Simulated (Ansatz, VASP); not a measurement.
B2P in VASP and in Ansatz

```
B P
1.0
    -2.68024    3.51962    1.88411
     2.68024   -3.51962    1.88411
     2.68024    3.51962   -1.88411
B P
4 2
Direct
  0.88246 0.80594 0.07651
  0.22943 0.80594 0.42349
  0.11754 0.19406 0.92349
  0.77057 0.19406 0.57651
  0.00000 0.50000 0.00000
  0.00000 0.00000 0.50000
```

Alike in both runs: task relaxation of cell and atoms; functional PBE; k mesh 6 × 6 × 6; occupations gaussian, width 0.1 eV; no spin polarisation.

|  | VASP | Ansatz |
| --- | --- | --- |
| version | VASP 6.6.1 | Ansatz 0.2.0 |
| potentials or method | VASP PAW PBE potentials, release 64 (B, P), cutoff 600 eV | scalar-relativistic, plane waves, PAW |
| valence electrons in the cell | 22 | 22 |

VASP gave:

```
gap on the k mesh at the Fermi level, each at its own relaxed structure (eV) : none
relaxed volume (Å³/atom)                                                     : 10.61
relaxed cell length with the largest relative difference (Å)                 : 4.844
```

Which values does Ansatz return?

gap on the k mesh at the Fermi level, each at its own relaxed structure (eV): none; relaxed volume (Å³/atom): 10.60; relaxed cell length with the largest relative difference (Å): 4.843.

A gap of «none» marks a metal or a gap that the smearing closes.
